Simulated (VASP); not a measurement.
A run of VASP 6.6.1 is set up as follows.

File INCAR:

```
SYSTEM = AlN
  ALGO = Normal
  EDIFF = 1E-6
  ENCUT = 600
  GGA_COMPAT = .False.
  ISIF = 2
  ISMEAR = 0
  LASPH = .True.
  LCHARG = .False.
  LREAL = .False.
  LWAVE = .False.
  NBANDS = 11
  NELM = 120
  PREC = Accurate
  SIGMA = 0.05
```

File KPOINTS:

```
k-points
0
Gamma
  10 10 10
  0 0 0
```

File POSCAR:

```
AlN
1.0
    0.0000000000      2.1839935596      2.1839935596
    2.1839935596      0.0000000000      2.1839935596
    2.1839935596      2.1839935596      0.0000000000
Al N
1 1
Direct
    0.0343407606     -0.0343407606     -0.0343407606
    0.7500000000      0.7500000000      0.7500000000
```

Potentials or basis: VASP PAW LDA potentials, release 64 (Al, N).

Command:

```sh
$ cat potpaw_LDA.64/Al/POTCAR potpaw_LDA.64/N/POTCAR > POTCAR
$ mpirun -np 1 vasp_std > vasp.out
```

(1) Predict the pressure.

(2) Estimate the band gap on the k mesh.

(3) Predict the largest force.

Results:

(1) -0.3 GPa.

(2) 2.84 eV (least direct gap 3.82 eV).

(3) 2.124 eV/Å.

Caveat: forces of over 1 eV/Å act on the atoms, so gaps and moduli don't describe the material at rest.
